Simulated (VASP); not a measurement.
# LiNbO3 (R3c) in VASP: further runs, part 3 of 3

VASP 6.6.1. The steps go on from the part before.

## (4) Single point, PBE (10.72 Å³/atom)

File INCAR:

```
SYSTEM = LiNbO3
ALGO = Normal
EDIFF = 1E-7
ENCUT = 520
GGA = PE
ISIF = 2
ISMEAR = 0
LASPH = .TRUE.
LCHARG = .TRUE.
LELF = .TRUE.
LREAL = .FALSE.
LVHAR = .TRUE.
LWAVE = .FALSE.
NBANDS = 45
NELM = 80
PREC = Accurate
SIGMA = 0.05
```

File KPOINTS:

```
k-points
0
G
  6 6 6
  0 0 0
```

File POSCAR:

```
LiNbO3
1.0
    2.5130395342      1.4509040516      4.9019349154
   -2.5130395342      1.4509040516      4.9019349154
    0.0000000000     -2.9018081031      4.9019349154
Li Nb O
2 2 6
Direct
    0.2815913687      0.2815913687      0.2815913687
    0.7815913687      0.7815913687      0.7815913687
    0.0004900497      0.0004900497      0.0004900497
    0.5004900497      0.5004900497      0.5004900497
    0.1104619503      0.3580262714      0.7211003599
    0.7211003599      0.1104619503      0.3580262714
    0.3580262714      0.7211003599      0.1104619503
    0.2211003599      0.8580262714      0.6104619503
    0.8580262714      0.6104619503      0.2211003599
    0.6104619503      0.2211003599      0.8580262714
```

Potentials or basis: VASP PAW PBE potentials, release 64 (Li_sv, Nb_sv, O).

Command:

```console
cat potpaw_PBE.64/Li_sv/POTCAR potpaw_PBE.64/Nb_sv/POTCAR potpaw_PBE.64/O/POTCAR > POTCAR
mpirun -np 1 vasp_std > vasp.out
```

OUTCAR:

```text
SYSTEM = LiNbO3
   EDIFF = 1E-7
   ENCUT = 520
   GGA = PE
   ISIF = 2
   ISMEAR = 0
   LASPH = .TRUE.
   LREAL = .FALSE.
   NELM = 80
   PREC = Accurate

 ion  position               nearest neighbor table
   1  0.282  0.282  0.282-   9 2.04  10 2.04   8 2.04
   2  0.782  0.782  0.782-   5 2.04   6 2.04   7 2.04
   3  0.000  0.000  0.000-   7 1.86   6 1.86   5 1.86  10 2.17   8 2.17   9 2.17
   4  0.500  0.500  0.500-   8 1.86  10 1.86   9 1.86   6 2.17   7 2.17   5 2.17
   5  0.110  0.358  0.721-   3 1.86   2 2.04   4 2.17
   6  0.721  0.110  0.358-   3 1.86   2 2.04   4 2.17
   7  0.358  0.721  0.110-   3 1.86   2 2.04   4 2.17
   8  0.221  0.858  0.610-   4 1.86   1 2.04   3 2.17
   9  0.858  0.610  0.221-   4 1.86   1 2.04   3 2.17
  10  0.610  0.221  0.858-   4 1.86   1 2.04   3 2.17

  LATTYP: Found a trigonal (rhomboedric) cell.
 ALAT       =     5.6964424145
 COS(alpha) =     0.6107566386

  Lattice vectors:

 A1 = (   2.5130395342,   1.4509040516,   4.9019349154)
 A2 = (  -2.5130395342,   1.4509040516,   4.9019349154)
 A3 = (   0.0000000000,  -2.9018081031,   4.9019349154)

Analysis of symmetry for initial positions (statically):
=====================================================================
 Subroutine PRICEL returns:
 Original cell was already a primitive cell.

 Routine SETGRP: Setting up the symmetry group for a
 trigonal (rhombohedral) supercell.

 Subroutine GETGRP returns: Found  6 space group operations
 (whereof  3 operations were pure point group operations)
 out of a pool of 12 trial point group operations.

The static configuration has the point symmetry C_3 .
 The point group associated with its full space group is C_3v.

Analysis of symmetry for dynamics (positions and initial velocities):
=====================================================================
 Subroutine PRICEL returns:
 Original cell was already a primitive cell.

 Routine SETGRP: Setting up the symmetry group for a
 trigonal (rhombohedral) supercell.

 Subroutine GETGRP returns: Found  6 space group operations
 (whereof  3 operations were pure point group operations)
 out of a pool of 12 trial point group operations.

The dynamic configuration has the point symmetry C_3 .
 The point group associated with its full space group is C_3v.

 Subroutine INISYM returns: Found  6 space group operations
 (whereof  3 operations are pure point group operations),
 and found     1 'primitive' translations

----------------------------------------------------------------------------------------

                                     Primitive cell

  volume of cell :     107.2400

  direct lattice vectors                    reciprocal lattice vectors
     2.513039534  1.450904052  4.901934915     0.198962250  0.114870909  0.068000359
    -2.513039534  1.450904052  4.901934915    -0.198962250  0.114870909  0.068000359
     0.000000000 -2.901808103  4.901934915     0.000000000 -0.229741817  0.068000359

  length of vectors
[... 56 lines left out ...]
  0.166667  0.000000 -0.000000      6.000000
  0.333333  0.000000  0.000000      6.000000
  0.500000  0.000000  0.000000      3.000000
  0.166667  0.166667 -0.000000      6.000000
  0.333333  0.166667  0.000000     12.000000
[... 16 lines left out ...]
  0.500000  0.500000  0.166667      6.000000
 -0.333333  0.500000  0.166667     12.000000
 [... further k-points ...]
   k-points           NKPTS =     32   k-points in BZ     NKDIM =     32   number of bands    NBANDS=     45
   number of dos      NEDOS =    301   number of ions     NIONS =     10
   total plane-waves  NPLWV =  74088
   dimension x,y,z NGX =    42 NGY =   42 NGZ =   42
   dimension x,y,z NGXF=    84 NGYF=   84 NGZF=   84
   ions per type =               2   2   6
   NGX,Y,Z   is equivalent  to a cutoff of  12.26, 12.26, 12.26 a.u.
   NGXF,Y,Z  is equivalent  to a cutoff of  24.51, 24.51, 24.51 a.u.
 SYSTEM =  LiNbO3
   PREC   = accura    normal or accurate (medium, high low for compatibility)
   ISTART =      0    job   : 0-new  1-cont  2-samecut
   ICHARG =      2    charge: 1-file 2-atom 10-const
   ISPIN  =      1    spin polarized calculation?
   LNONCOLLINEAR =      F non collinear calculations
   LSORBIT =      F    spin-orbit coupling
   LASPH  =      T    aspherical Exc in radial PAW
   ENCUT  =  520.0 eV  38.22 Ry    6.18 a.u.  10.59 10.59 10.59*2*pi/ulx,y,z
   NELM   =     80;   NELMIN=  2; NELMDL= -5     # of ELM steps
   EDIFF  = 0.1E-06   stopping-criterion for ELM
   LREAL  =      F    real-space projection
   EDIFFG = 0.1E-05   stopping-criterion for IOM
   NSW    =      0    number of steps for IOM
   IBRION =     -1    ionic relax: 0-MD 1-quasi-New 2-CG
   NFREE  =      0    steps in history (QN), initial steepest desc. (CG)
   ISIF   =      2    stress and relaxation
   ISYM   =      2    0-nonsym 1-usesym 2-fastsym
   POTIM  = 0.5000    time-step for ionic-motion
   TEBEG  =    0.0;   TEEND  =   0.0 temperature during run
   PSTRESS=    0.0 pullay stress
   NELECT =      68.0000    total number of electrons
   NUPDOWN=      -1.0000    fix difference up-down
   EMIN   =  10.00;   EMAX   =-10.00  energy-range for DOS
   EFERMI =   0.00;   METHOD = LEGACY
   ISMEAR =     0;   SIGMA  =   0.05  broadening in eV -4-tet -1-fermi 0-gaus
   EFERMI_NEDOS =   21; number of points for ismear=-14 and -15
   IALGO  =     38    algorithm
   IMIX   =      4    mixing-type and parameters
     AMIX     =   0.40;   BMIX     =  1.00
     AMIX_MAG =   1.60;   BMIX_MAG =  1.00
  volume/ion in A,a.u.               =      10.72        72.37
  Fermi-wavevector in a.u.,A,eV,Ry     =   1.406454  2.657813 26.913859  1.978113
  Thomas-Fermi vector in A             =   2.528813
   LORBIT       =      0    0 simple, 1 ext, 2 COOP (PROOUT), +10 PAW based schemes
   GGA     = PE    functional components
   LHFCALC =     F    Hartree Fock is set to
   AEXX    =    0.0000 exact exchange contribution
   IVDW    =     0    specifies the selected vdW correction
   LEPSILON=     F    determine dielectric tensor
   LRPA    =     F    only Hartree local field effects (RPA)
 non-spin polarized calculation
 Gauss-broadening in eV      SIGMA  =   0.05
  energy-cutoff  :      520.00
  volume of cell :      107.24
 maximum number of plane-waves:      2910
   NGX = 21   NGY = 21   NGZ = 21

 number of electron      68.0000005 magnetization

 Free energy of the ion-electron system (eV)
  ---------------------------------------------------
  ext. energy  EPLUGINS =         0.00000000
  ---------------------------------------------------
  free energy    TOTEN  =       -79.76665573 eV

  energy without entropy =      -79.76665573  energy(sigma->0) =      -79.76665573

 E-fermi :   3.7910     XC(G=0): -10.7384

 val. band max:        3.5318089709   @ k =   0.0000   0.0000   0.0000
 cond. band min:       7.1038008461   @ k =   0.1667   0.1667  -0.0000
 fundamental gap:      3.5719918752
 Fermi energy:         3.7910111239

 k-point     1 :       0.0000    0.0000    0.0000
  band No.  band energies     occupation
      1     -50.6599      2.00000
      2     -50.6462      2.00000
      3     -39.1575      2.00000
      4     -39.1553      2.00000
      5     -26.9880      2.00000
      6     -26.9880      2.00000
[... 1141 lines left out ...]
     44      12.9180      0.00000
     45      14.0150      0.00000

 [... further k-points ...]

------------------------ aborting loop because EDIFF is reached ----------------------------------------

  FORCE on cell =-STRESS in cart. coord.  units (eV):
  Direction    XX          YY          ZZ          XY          YZ          ZX
  --------------------------------------------------------------------------------------
  -------------------------------------------------------------------------------------
  Total        6.2026453      6.2026453     -3.1137935      0.0000000     -0.0000000      0.0000000
  in kB       92.6681999     92.6681999    -46.5204150      0.0000000     -0.0000000      0.0000000
  external PRESSURE =      46.2719949 kB  Pullay stress =       0.0000000 kB

 VOLUME and BASIS-vectors are now :
 -----------------------------------------------------------------------------
  energy-cutoff  :      520.00
  volume of cell :      107.24
      direct lattice vectors                 reciprocal lattice vectors
     2.513039534  1.450904052  4.901934915     0.198962250  0.114870909  0.068000359
    -2.513039534  1.450904052  4.901934915    -0.198962250  0.114870909  0.068000359
     0.000000000 -2.901808103  4.901934915     0.000000000 -0.229741817  0.068000359

 POSITION                                       TOTAL-FORCE (eV/Angst)
 -----------------------------------------------------------------------------------
      0.00000      0.00000      4.14103         0.000000      0.000000      0.071661
      0.00000      0.00000     11.49393         0.000000      0.000000      0.071661
      0.00000      0.00000      0.00721         0.000000     -0.000000     -0.356381
      0.00000      0.00000      7.36011         0.000000     -0.000000     -0.356381
     -0.62214     -1.41276      5.83129        -0.365687      0.293890      0.094907
      1.53456      0.16759      5.83129        -0.071673     -0.463640      0.094907
     -0.91242      1.24517      5.83129         0.437360      0.169750      0.094907
     -1.60062     -0.20573      8.28225        -0.437360      0.169750      0.094907
      0.62214      1.48904      8.28225         0.365687      0.293890      0.094907
      0.97848     -1.28331      8.28225         0.071673     -0.463640      0.094907
 -----------------------------------------------------------------------------------
    total drift:                                0.000000     -0.000000      0.000964

  FREE ENERGIE OF THE ION-ELECTRON SYSTEM (eV)
  ---------------------------------------------------
  free  energy   TOTEN  =       -79.7666557266 eV

  energy  without entropy=      -79.7666557266  energy(sigma->0) =      -79.76665573
```

It took 3.4 min on 1 thread of Intel Xeon Platinum 8488C (Sapphire Rapids), shared host; peak memory 0.31 GiB.

Results:

```yaml
Free_energy: -79.7667 eV
Largest_force: 0.479 eV/Å
Band_gap_on_the_k_mesh: 3.57 eV (least direct gap 3.58 eV)
```

Forces on the atoms (eV/Å):
```
Li   0.000  0.000  0.072
Li   0.000  0.000  0.072
Nb   0.000  0.000 -0.356
Nb   0.000  0.000 -0.356
O   -0.366  0.294  0.095
O   -0.072 -0.464  0.095
O    0.437  0.170  0.095
O   -0.437  0.170  0.095
O    0.366  0.294  0.095
O    0.072 -0.464  0.095
```

Caveat: the cutoff is under 1.25 times the usual one of these potentials, so pressure, stress and relaxed cells hold a basis-set (Pulay) error. A k mesh can miss the band edges.

## (5) Single point, PBE (10.72 Å³/atom)

File INCAR:

```
ALGO = Normal
EDIFF = 1E-7
ENCUT = 520
GGA = PE
ISIF = 2
ISMEAR = 0
LASPH = True
LCHARG = False
LREAL = False
LWAVE = False
NBANDS = 45
NELM = 80
PREC = Accurate
SIGMA = 0.05
```

File KPOINTS:

```
k-points
0
Gamma
  6 6 6
```

POSCAR, as its differences from that of step 4:

```diff
@@ -2,5 +2,5 @@
 1.0
-    2.5130395342      1.4509040516      4.9019349154
-   -2.5130395342      1.4509040516      4.9019349154
-    0.0000000000     -2.9018081031      4.9019349154
+    2.6228080399      1.5142789279      4.5002140348
+   -2.6228080399      1.5142789279      4.5002140348
+    0.0000000000     -3.0285578557      4.5002140348
 Li Nb O
```

Command:

```console
cat potpaw_PBE.64/Li_sv/POTCAR potpaw_PBE.64/Nb_sv/POTCAR potpaw_PBE.64/O/POTCAR > POTCAR
mpirun -np 1 vasp_std > vasp.out
```

Run time: 2.8 min. Hardware: 1 thread of Intel Xeon Platinum 8488C (Sapphire Rapids), shared host; peak memory 0.3 GiB.

Results (log left out):

- Free energy: -79.9504 eV
- Largest force: 0.093 eV/Å
- Band gap on the k mesh: 3.57 eV (least direct gap 3.64 eV)

Forces on the atoms (eV/Å):
```
Li   0.000  0.000 -0.078
Li   0.000  0.000 -0.078
Nb   0.000  0.000 -0.046
Nb   0.000  0.000 -0.046
O    0.019  0.081  0.041
O   -0.080 -0.024  0.041
O    0.060 -0.057  0.041
O   -0.060 -0.057  0.041
O   -0.019  0.081  0.041
O    0.080 -0.024  0.041
```

Levels at points of the mesh, in eV from the valence-band top:
```
           k point  band 30  band 31  band 32  band 33  band 34  band 35  band 36  band 37  band 38  band 39
(0.00, 0.00, 0.00)    -0.66    -0.49    -0.45    -0.02    -0.02     3.62     3.62     3.91     5.12     5.12
(0.50, 0.00, 0.00)    -0.35    -0.25    -0.25    -0.17    -0.17     3.87     3.87     4.66     4.66     4.91
(0.50, 0.50, 0.00)    -0.98    -0.66    -0.57    -0.49    -0.21     3.67     4.12     4.59     4.63     5.21
(0.50, 0.50, 0.50)    -0.57    -0.35    -0.35    -0.35    -0.35     4.48     4.48     4.81     4.81     4.81
```

Caveat: the cutoff is under 1.25 times the usual one of these potentials, so pressure, stress and relaxed cells hold a basis-set (Pulay) error. A k mesh can miss the band edges.

## (6) Summary

```csv
cell,gap on the mesh (eV),largest force (eV/Å)
"a = 5.488 Å, angles 56.4°, 10 atoms",3.62,0.17
"a = 5.554 Å, angles 55.1°, 10 atoms",3.64,0.28
"a = 5.696 Å, angles 52.4°, 10 atoms",3.57,0.48
"a = 5.424 Å, angles 57.8°, 10 atoms",3.57,0.09
```

Alike in all rows: task single point; level PBE; potentials or basis VASP PAW PBE potentials, release 64 (Li_sv, Nb_sv, O); no spin polarisation; k mesh 6 × 6 × 6; cutoff (eV) 520; smearing gaussian 0.05 eV.

Caveats: the cutoff is under 1.25 times the usual one of these potentials, so pressure, stress and relaxed cells hold a basis-set (Pulay) error.

Total energies depend on the potentials used, so only differences within one code and one set of settings carry meaning.
